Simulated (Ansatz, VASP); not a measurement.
**As: VASP beside Ansatz**

```
As
1.0
     3.40600    0.00000    0.00000
    -1.70300    2.94968    0.00000
     0.00000    0.00000   28.57424
As
2
Direct
  0.33333 0.66667 0.46332
  0.66667 0.33333 0.53668
```

Alike in both runs: task single point; functional PBE; dispersion D3(BJ); k mesh 9 × 9 × 1; occupations gaussian, width 0.02 eV; no spin polarisation.

|  | VASP | Ansatz |
| --- | --- | --- |
| version | VASP 6.6.1 | Ansatz 0.2.0 |
| potentials or method | VASP PAW PBE potentials, release 64 (As), cutoff 520 eV | scalar-relativistic, plane waves, PAW |
| valence electrons in the cell | 10 | 30 |

```csv
,VASP,Ansatz,Ansatz less VASP
gap on the k mesh at the Fermi level (eV),none,none,-
rms of the force components (eV/Å),1.206,1.206,+0.0002
"work function, face that differs most (eV)",4.27,4.27,-0.001
```

Atom by atom the forces differ by 0.000 eV/Å (rms over components). A gap of «none» marks a metal or a gap that the smearing closes. VASP's potentials hold 10 valence electrons a cell and Ansatz's 30, so a difference there can come from the potentials and not from the codes.
